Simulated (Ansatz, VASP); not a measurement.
## Two plane-wave programs on Al2Cu

The input INCAR:

```
PREC     = Accurate       # precision mode
ENCUT    = 520            # plane-wave cutoff, eV
EDIFF    = 1E-6           # SCF threshold, eV
ISMEAR   = 0              # smearing method
SIGMA    = 0.15           # smearing width, eV
LREAL    = F              # projectors in reciprocal space
LASPH    = T              # aspherical terms in the spheres
NELM     = 80             # most SCF steps
ALGO     = Fast           # electronic algorithm
ISIF     = 2              # what is computed and relaxed
LWAVE    = F              # write WAVECAR
LCHARG   = F              # write CHGCAR
GGA      = PE             # functional
NBANDS   = 26             # bands
```

The input KPOINTS:

```
Automatic mesh
0
Gamma
  10 10 10
```

Contents of POSCAR:

```
Al2Cu
1.0
   -3.1472000000      3.1472000000      2.5145000000
    3.1472000000     -3.1472000000      2.5145000000
    3.1472000000      3.1472000000     -2.5145000000
Al Cu
4 2
Direct
    0.1587211657      0.6587211657      0.8174423314
    0.6587211657      0.8412788343      0.5000000000
    0.8412788343      0.3412788343      0.1825576686
    0.3412788343      0.1587211657      0.5000000000
    0.7500000000      0.7500000000      0.0000000000
    0.2500000000      0.2500000000      0.0000000000
```

Input for Ansatz:

```yaml
crystal:
  lattice:
    - [-3.1472, 3.1472, 2.5145]
    - [3.1472, -3.1472, 2.5145]
    - [3.1472, 3.1472, -2.5145]
  atoms:
    - { symbol: Al, position: [0.1587211657, 0.6587211657, 0.8174423314] }
    - { symbol: Al, position: [0.6587211657, 0.8412788343, 0.5] }
    - { symbol: Al, position: [0.8412788343, 0.3412788343, 0.1825576686] }
    - { symbol: Al, position: [0.3412788343, 0.1587211657, 0.5] }
    - { symbol: Cu, position: [0.75, 0.75, 0.0] }
    - { symbol: Cu, position: [0.25, 0.25, 0.0] }
basis:
  ecutwfc: 520.0
kpoints:
  mp_grid: { grid: [10, 10, 10] }
hamiltonian:
  xc: pbe
  pseudopotentials: { kind: paw, azcp: { folder: soft_1 } }
scf:
  occupations: { method: gaussian, width: 0.15 }
output:
  forces: true
  stress: true
  eigenvalues: true
```

Alike in both runs: task single point; functional PBE; k mesh 10 × 10 × 10; occupations gaussian, width 0.15 eV; no spin polarisation.

|  | VASP | Ansatz |
| --- | --- | --- |
| version | VASP 6.6.1 | Ansatz 0.2.0 |
| potentials or method | VASP PAW PBE potentials, release 64 (Al, Cu), cutoff 520 eV | scalar-relativistic, plane waves, PAW |
| valence electrons in the cell | 34 | 50 |

Ansatz gave:

| Item | Value |
| --- | --- |
| gap on the k mesh at the Fermi level (eV) | none |
| pressure (GPa) | -8.4 |
| traceless stress, the component that is largest in VASP (GPa) | 0.65 |
| rms of the force components (eV/Å) | 0.012 |

Question: Which values does VASP return?

Answer: gap on the k mesh at the Fermi level (eV): none; pressure (GPa): -8.2; traceless stress, the component that is largest in VASP (GPa): 0.67; rms of the force components (eV/Å): 0.010.

Atom by atom the forces differ by 0.002 eV/Å (rms over components). A gap of «none» marks a metal or a gap that the smearing closes. The functional is the same, so the differences come from potentials, cutoffs and numerics. VASP's potentials hold 34 valence electrons a cell and Ansatz's 50, so a difference there can come from the potentials and not from the codes.
